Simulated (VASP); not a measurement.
# Pt (Im-3m) in VASP: further runs

Pt is run at these levels: PBEsol; tasks: single point.

Everything below comes from runs of VASP 6.6.1. Logs are shortened: lines on timing, memory, paths and dates and some standing lists are left out, and cuts for length are marked.

## 1. The cell of the first run

The structure is cubic, space group Im-3m (No. 229). The conventional cell has a = 3.073 Å, b = 3.073 Å, c = 3.073 Å, α = 90.00°, β = 90.00°, γ = 90.00°. Within 3.5 Å of Pt (site symmetry m-3m) lie 14 Pt at 2.66 to 3.07 Å.

## 2. Single point, PBEsol (strain -0.030 along x and y, -0.030 along z)

Contents of INCAR:

```
SYSTEM = Pt
PREC = Accurate
ENCUT = 520
EDIFF = 1E-6
ISMEAR = 0
SIGMA = 0.15
LREAL = .False.
LASPH = .True.
NELM = 60
ALGO = Normal
ISIF = 2
LWAVE = .False.
LCHARG = .False.
GGA = PS
NBANDS = 11
```

Contents of KPOINTS:

```
Automatic mesh
0
Gamma
  22 22 22
  0 0 0
```

Contents of POSCAR:

```
Pt
1.0
   -1.5366934000      1.5366934000      1.5366934000
    1.5366934000     -1.5366934000      1.5366934000
    1.5366934000      1.5366934000     -1.5366934000
Pt
1
Direct
    0.0000000000      0.0000000000      0.0000000000
```

Potentials or basis: VASP PAW PBE potentials, release 64 (Pt).

Launch:

```bash
$ cat potpaw_PBE.64/Pt/POTCAR > POTCAR
$ mpirun -np 1 vasp_std > vasp.out
```

OUTCAR:

```text
SYSTEM = Pt
   PREC = Accurate
   ENCUT = 520
   EDIFF = 1E-6
   ISMEAR = 0
   LREAL = .False.
   LASPH = .True.
   NELM = 60
   ISIF = 2
   GGA = PS

 ion  position               nearest neighbor table
   1  0.000  0.000  0.000-

  LATTYP: Found a body centered cubic cell.
 ALAT       =     3.0733868000

  Lattice vectors:

 A1 = (  -1.5366934000,   1.5366934000,   1.5366934000)
 A2 = (   1.5366934000,  -1.5366934000,   1.5366934000)
 A3 = (   1.5366934000,   1.5366934000,  -1.5366934000)

Analysis of symmetry for initial positions (statically):
=====================================================================
 Subroutine PRICEL returns:
 Original cell was already a primitive cell.

 Routine SETGRP: Setting up the symmetry group for a
 body centered cubic supercell.

 Subroutine GETGRP returns: Found 48 space group operations
 (whereof 48 operations were pure point group operations)
 out of a pool of 48 trial point group operations.

The static configuration has the point symmetry O_h .

Analysis of symmetry for dynamics (positions and initial velocities):
=====================================================================
 Subroutine PRICEL returns:
 Original cell was already a primitive cell.

 Routine SETGRP: Setting up the symmetry group for a
 body centered cubic supercell.

 Subroutine GETGRP returns: Found 48 space group operations
 (whereof 48 operations were pure point group operations)
 out of a pool of 48 trial point group operations.

The dynamic configuration has the point symmetry O_h .

 Subroutine INISYM returns: Found 48 space group operations
 (whereof 48 operations are pure point group operations),
 and found     1 'primitive' translations

----------------------------------------------------------------------------------------

                                     Primitive cell

  volume of cell :      14.5152

  direct lattice vectors                    reciprocal lattice vectors
    -1.536693400  1.536693400  1.536693400     0.000000000  0.325373949  0.325373949
     1.536693400 -1.536693400  1.536693400     0.325373949  0.000000000  0.325373949
     1.536693400  1.536693400 -1.536693400     0.325373949  0.325373949  0.000000000

  length of vectors
     2.661631044  2.661631044  2.661631044     0.460148252  0.460148252  0.460148252

  position of ions in fractional coordinates (direct lattice)
     0.000000000  0.000000000  0.000000000

  ion indices of the primitive-cell ions
   primitive index   ion index
                 1           1

----------------------------------------------------------------------------------------

 KPOINTS: Automatic mesh

Automatic generation of k-mesh.
 Grid dimensions read from file:
 generate k-points for:   22   22   22

 Generating k-lattice:

  Cartesian coordinates                     Fractional coordinates (reciprocal lattice)
     0.000000000  0.014789725  0.014789725     0.045454545  0.000000000  0.000000000
     0.014789725  0.000000000  0.014789725     0.000000000  0.045454545  0.000000000
     0.014789725  0.014789725  0.000000000     0.000000000  0.000000000  0.045454545

  Length of vectors
     0.020915830  0.020915830  0.020915830

  Shift w.r.t. Gamma in fractional coordinates (k-lattice)
     0.000000000  0.000000000  0.000000000

 Subroutine IBZKPT returns following result:
 ===========================================

 Found    328 irreducible k-points:

 Following reciprocal coordinates:
            Coordinates               Weight
  0.000000  0.000000  0.000000      1.000000
  0.045455  0.000000  0.000000     12.000000
  0.090909  0.000000  0.000000     12.000000
  0.136364  0.000000  0.000000     12.000000
  0.181818  0.000000  0.000000     12.000000
  0.227273  0.000000  0.000000     12.000000
[... 16 lines left out ...]
  0.090909  0.090909  0.000000     24.000000
  0.136364  0.090909  0.000000     48.000000
 [... further k-points ...]
   k-points           NKPTS =    328   k-points in BZ     NKDIM =    328   number of bands    NBANDS=     11
   number of dos      NEDOS =    301   number of ions     NIONS =      1
   total plane-waves  NPLWV =   8000
   dimension x,y,z NGX =    20 NGY =   20 NGZ =   20
   dimension x,y,z NGXF=    40 NGYF=   40 NGZF=   40
   ions per type =               1
   NGX,Y,Z   is equivalent  to a cutoff of  12.49, 12.49, 12.49 a.u.
   NGXF,Y,Z  is equivalent  to a cutoff of  24.98, 24.98, 24.98 a.u.
 SYSTEM =  Pt
   PREC   = accura    normal or accurate (medium, high low for compatibility)
   ISTART =      0    job   : 0-new  1-cont  2-samecut
   ICHARG =      2    charge: 1-file 2-atom 10-const
   ISPIN  =      1    spin polarized calculation?
   LNONCOLLINEAR =      F non collinear calculations
   LSORBIT =      F    spin-orbit coupling
   LASPH  =      T    aspherical Exc in radial PAW
   ENCUT  =  520.0 eV  38.22 Ry    6.18 a.u.   4.95  4.95  4.95*2*pi/ulx,y,z
   NELM   =     60;   NELMIN=  2; NELMDL= -5     # of ELM steps
[... 120 lines left out ...]
      8      28.8164      0.00000
      9      30.7461      0.00000
     10      34.9659      0.00000
     11      35.1075      0.00000

 k-point     6 :       0.2273    0.0000    0.0000
  band No.  band energies     occupation
      1       3.0836      2.00000
      2       6.8619      2.00000
      3       7.5866      2.00000
      4       9.4220      2.00000
      5       9.9574      2.00000
      6      10.5663      2.00000
      7      27.6638      0.00000
      8      28.1630      0.00000
      9      31.8268      0.00000
     10      35.0169      0.00000
     11      35.1358      0.00000

 k-point     7 :       0.2727    0.0000    0.0000
  band No.  band energies     occupation
      1       3.6358      2.00000
      2       6.6312      2.00000
      3       7.7648      2.00000
      4      10.0084      2.00000
      5      10.1243      2.00000
      6      10.6214      2.00000
      7      25.9662      0.00000
      8      27.3922      0.00000
      9      33.0482      0.00000
     10      33.6738      0.00000
     11      35.4524      0.00000

 k-point     8 :       0.3182    0.0000    0.0000
  band No.  band energies     occupation
      1       4.0046      2.00000
      2       6.4191      2.00000
      3       8.2401      2.00000
      4      10.1247      2.00000
      5      10.6862      2.00000
      6      10.8715      2.00000
      7      24.0700      0.00000
      8      26.5785      0.00000
      9      31.9596      0.00000
     10      34.3497      0.00000
     11      36.0162      0.00000
[... 141 lines left out ...]
 k-point    19 :       0.3182    0.0455    0.0000
  band No.  band energies     occupation
      1       4.1707      2.00000
      2       6.3389      2.00000
      3       8.4498      2.00000
      4      10.1561      2.00000
      5      10.7625      2.00000
      6      11.4045      1.88114
      7      23.1016      0.00000
      8      26.2502      0.00000
      9      30.7304      0.00000
     10      34.7680      0.00000
     11      36.6576      0.00000

 k-point    20 :       0.3636    0.0455    0.0000
  band No.  band energies     occupation
      1       4.2445      2.00000
      2       6.1824      2.00000
      3       9.2489      2.00000
      4      10.3292      2.00000
      5      10.8677      2.00000
      6      12.1436      0.00000
      7      21.2759      0.00000
      8      25.6023      0.00000
      9      29.4793      0.00000
     10      35.9584      0.00000
     11      36.7101      0.00000

 k-point    21 :       0.4091    0.0455   -0.0000
  band No.  band energies     occupation
      1       4.2340      2.00000
      2       6.0733      2.00000
      3       9.9270      2.00000
      4      10.4786      2.00000
      5      11.1163      1.99998
      6      12.7688      0.00000
      7      19.7163      0.00000
      8      25.1442      0.00000
      9      28.5247      0.00000
     10      36.2547      0.00000
     11      37.1493      0.00000

 k-point    22 :       0.4545    0.0455    0.0000
  band No.  band energies     occupation
      1       4.2124      2.00000
      2       6.0174      2.00000
      3      10.2294      2.00000
      4      10.5311      2.00000
      5      11.4731      1.63869
      6      13.1668      0.00000
      7      18.7305      0.00000
      8      24.9076      0.00000
      9      28.0047      0.00000
     10      36.0565      0.00000
     11      37.7031      0.00000

 k-point    23 :       0.0909    0.0909    0.0000
  band No.  band energies     occupation
      1       2.1700      2.00000
      2       7.3042      2.00000
      3       7.4335      2.00000
      4       8.5844      2.00000
      5       9.9958      2.00000
      6      10.5501      2.00000
      7      28.9585      0.00000
      8      29.4216      0.00000
      9      29.7983      0.00000
     10      34.4099      0.00000
     11      36.3486      0.00000

 k-point    24 :       0.1364    0.0909    0.0000
  band No.  band energies     occupation
      1       2.7150      2.00000
      2       7.1233      2.00000
      3       7.3460      2.00000
      4       9.1271      2.00000
      5       9.8665      2.00000
      6      10.6118      2.00000
      7      28.7896      0.00000
      8      28.8986      0.00000
      9      30.4228      0.00000
     10      33.6245      0.00000
     11      35.3042      0.00000

 [... further k-points ...]
[... 5 lines left out ...]
  --------------------------------------------------------------------------------------
  -------------------------------------------------------------------------------------
  Total        1.2905167      1.2905167      1.2905167      0.0000000      0.0000000     -0.0000000
  in kB      142.4467445    142.4467445    142.4467445      0.0000000      0.0000000     -0.0000000
  external PRESSURE =     142.4467445 kB  Pullay stress =       0.0000000 kB

 VOLUME and BASIS-vectors are now :
 -----------------------------------------------------------------------------
  energy-cutoff  :      520.00
  volume of cell :       14.52
      direct lattice vectors                 reciprocal lattice vectors
    -1.536693400  1.536693400  1.536693400     0.000000000  0.325373949  0.325373949
     1.536693400 -1.536693400  1.536693400     0.325373949  0.000000000  0.325373949
     1.536693400  1.536693400 -1.536693400     0.325373949  0.325373949  0.000000000

 POSITION                                       TOTAL-FORCE (eV/Angst)
 -----------------------------------------------------------------------------------
      0.00000      0.00000      0.00000        -0.000000     -0.000000      0.000000
 -----------------------------------------------------------------------------------
    total drift:                                0.000000      0.000000      0.000000

  FREE ENERGIE OF THE ION-ELECTRON SYSTEM (eV)
  ---------------------------------------------------
  free  energy   TOTEN  =        -6.8262713669 eV

  energy  without entropy=       -6.8146879161  energy(sigma->0) =       -6.82047964
```

Run time: 37 s. Hardware: 1 thread of Intel Xeon Platinum 8175M at 2.50GHz (Skylake/Cascade Lake), shared host; peak memory 0.16 GiB.

What came out:

```
Free energy            : -6.8263 eV
Pressure               : 14.2 GPa
Band gap on the k mesh : zero (band 5 reaches 12.80 eV, above the bottom of band 6 at 10.30 eV)
```

Caveat: the cell differs from its parent crystal (strain -0.030 along x and y, -0.030 along z); the PAW data sets were made with another functional, which shifts forces and pressure a little; spin-orbit coupling is left out, which moves the levels of the heavy elements.

## 3. Single point, PBEsol (strain -0.015 along x and y, -0.015 along z)

Contents of INCAR:

```
ALGO     = Fast           # electronic algorithm
EDIFF    = 1E-6           # SCF threshold, eV
ENCUT    = 520            # plane-wave cutoff, eV
GGA      = PS             # functional
ISIF     = 2              # what is computed and relaxed
ISMEAR   = 0              # smearing method
LASPH    = True           # aspherical terms in the spheres
LCHARG   = True           # write CHGCAR
LELF     = True           # ELF
LREAL    = False          # projectors in reciprocal space
LVHAR    = True         
LWAVE    = False          # write WAVECAR
NBANDS   = 11             # bands
NELM     = 80             # most SCF steps
PREC     = Accurate       # precision mode
SIGMA    = 0.15           # smearing width, eV
```

Contents of KPOINTS:

```
k-points
0
Gamma
  22 22 22
```

Contents of POSCAR:

```
Pt
1.0
   -1.5604567000      1.5604567000      1.5604567000
    1.5604567000     -1.5604567000      1.5604567000
    1.5604567000      1.5604567000     -1.5604567000
Pt
1
Direct
    0.0000000000      0.0000000000      0.0000000000
```

Potentials or basis: VASP PAW PBE potentials, release 64 (Pt).

Launch:

```bash
$ cat potpaw_PBE.64/Pt/POTCAR > POTCAR
$ mpirun -np 1 vasp_std > vasp.out
```

It took 44 s on 1 thread of Intel Xeon Platinum 8175M at 2.50GHz (Skylake/Cascade Lake), shared host; peak memory 0.17 GiB.

The run converged. Its results:

```yaml
Free_energy: -6.8554 eV
Pressure: -0.2 GPa
Band_gap_on_the_k_mesh: zero (band 5 reaches 11.82 eV, above the bottom of band 6 at 9.52 eV)
```

Levels at points of the mesh, in eV from the Fermi level:
| k point | band 3 | band 4 | band 5 | band 6 | band 7 | band 8 |
| --- | --- | --- | --- | --- | --- | --- |
| (0.00, 0.00, 0.00) | -3.68 | -3.68 | -1.02 | -1.02 | 17.10 | 17.10 |
| (0.50, 0.00, 0.00) | -1.21 | -0.66 | 0.10 | 1.17 | 6.63 | 13.26 |
| (0.50, 0.50, 0.50) | 0.60 | 0.60 | 0.60 | 7.72 | 7.72 | 7.72 |

Caveat: the cell differs from its parent crystal (strain -0.015 along x and y, -0.015 along z); the PAW data sets were made with another functional, which shifts forces and pressure a little; spin-orbit coupling is left out, which moves the levels of the heavy elements.

## 4. Single point, PBEsol (strain +0.015 along x and y, +0.015 along z)

Contents of INCAR:

```
SYSTEM = Pt
PREC = Accurate
ENCUT = 520
EDIFF = 1E-7
ISMEAR = 0
SIGMA = 0.15
LREAL = .FALSE.
LASPH = .TRUE.
NELM = 80
ALGO = Fast
ISIF = 2
LWAVE = .FALSE.
LCHARG = .FALSE.
GGA = PS
NBANDS = 11
```

Contents of KPOINTS:

```
regular mesh
0
G
  22 22 22
  0 0 0
```

Contents of POSCAR:

```
Pt
1.0
   -1.6079833000      1.6079833000      1.6079833000
    1.6079833000     -1.6079833000      1.6079833000
    1.6079833000      1.6079833000     -1.6079833000
Pt
1
Direct
    0.0000000000      0.0000000000      0.0000000000
```

Launch:

```bash
$ cat potpaw_PBE.64/Pt/POTCAR > POTCAR
$ mpirun -np 1 vasp_std > vasp.out
```

Run time: 44 s. Hardware: 1 thread of Intel Xeon Platinum 8175M at 2.50GHz (Skylake/Cascade Lake), shared host; peak memory 0.19 GiB.

Results (log left out):

| Quantity | Value |
| --- | --- |
| Free energy | -6.7587 eV |
| Pressure | -19.7 GPa |
| Band gap on the k mesh | zero (band 5 reaches 10.05 eV, above the bottom of band 6 at 8.10 eV) |

Levels at points of the mesh, in eV from the Fermi level:
| k point | band 1 | band 2 | band 3 | band 4 | band 5 | band 6 | band 7 | band 8 | band 9 | band 10 |
| --- | --- | --- | --- | --- | --- | --- | --- | --- | --- | --- |
| (0.00, 0.00, 0.00) | -9.03 | -3.21 | -3.21 | -3.21 | -0.88 | -0.88 | 17.09 | 17.09 | 17.09 | 26.47 |
| (0.50, 0.00, 0.00) | -6.10 | -4.52 | -1.06 | -0.59 | 0.38 | 0.96 | 5.86 | 13.22 | 15.39 | 23.76 |
| (0.50, 0.50, 0.50) | -5.58 | -5.58 | 0.49 | 0.49 | 0.49 | 7.51 | 7.51 | 7.51 | 12.00 | 18.31 |

Caveat: the cell differs from its parent crystal (strain +0.015 along x and y, +0.015 along z); the PAW data sets were made with another functional, which shifts forces and pressure a little; spin-orbit coupling is left out, which moves the levels of the heavy elements.

## 5. Single point, PBEsol (strain +0.030 along x and y, +0.030 along z)

Contents of INCAR:

```
  ALGO = Fast
  EDIFF = 1E-6
  ENCUT = 520
  GGA = PS
  ISIF = 2
  ISMEAR = 0
  LASPH = T
  LCHARG = T
  LELF = T
  LREAL = F
  LVHAR = T
  LWAVE = F
  NBANDS = 11
  NELM = 80
  PREC = Accurate
  SIGMA = 0.15
```

Contents of KPOINTS:

```
k-points
0
Gamma
  22 22 22
```

Contents of POSCAR:

```
Pt
1.0
   -1.6317466000      1.6317466000      1.6317466000
    1.6317466000     -1.6317466000      1.6317466000
    1.6317466000      1.6317466000     -1.6317466000
Pt
1
Direct
    0.0000000000      0.0000000000      0.0000000000
```

Launch:

```bash
$ cat potpaw_PBE.64/Pt/POTCAR > POTCAR
$ mpirun -np 1 vasp_std > vasp.out
```

Wall time 46 s (1 thread of Intel Xeon Platinum 8175M at 2.50GHz (Skylake/Cascade Lake), shared host); peak memory 0.19 GiB.

It converged, with:

```
Free energy            : -6.6520 eV
Pressure               : -25.9 GPa
Band gap on the k mesh : zero (band 5 reaches 9.27 eV, above the bottom of band 6 at 7.46 eV)
```

Levels at points of the mesh, in eV from the Fermi level:
```csv
k point,band 1,band 2,band 3,band 4,band 5,band 6,band 7,band 8,band 9,band 10
"(0.00, 0.00, 0.00)",-8.61,-3.00,-3.00,-3.00,-0.82,-0.82,17.07,17.07,17.07,25.62
"(0.50, 0.00, 0.00)",-5.73,-4.22,-1.00,-0.56,0.52,0.88,5.51,13.17,15.02,23.26
"(0.50, 0.50, 0.50)",-5.19,-5.19,0.44,0.44,0.44,7.41,7.41,7.41,11.39,17.73
```

Caveat: the cell differs from its parent crystal (strain +0.030 along x and y, +0.030 along z); the PAW data sets were made with another functional, which shifts forces and pressure a little; spin-orbit coupling is left out, which moves the levels of the heavy elements.

## 6. The runs side by side

```tsv
cell	gap on the mesh (eV)	pressure (GPa)
a = 2.662 Å, angles 109.5°, 1 atom	none	14.2
a = 2.703 Å, angles 109.5°, 1 atom	none	-0.2
a = 2.785 Å, angles 109.5°, 1 atom	none	-19.7
a = 2.826 Å, angles 109.5°, 1 atom	none	-25.9
```

Alike in all rows: task single point; level PBEsol; potentials or basis VASP PAW PBE potentials, release 64 (Pt); no spin polarisation; k mesh 22 × 22 × 22; cutoff (eV) 520; smearing gaussian 0.15 eV.

Caveats: the PAW data sets were made with another functional, which shifts forces and pressure a little; spin-orbit coupling is left out, which moves the levels of the heavy elements.

Absolute energies hang on the potentials; compare differences alone.
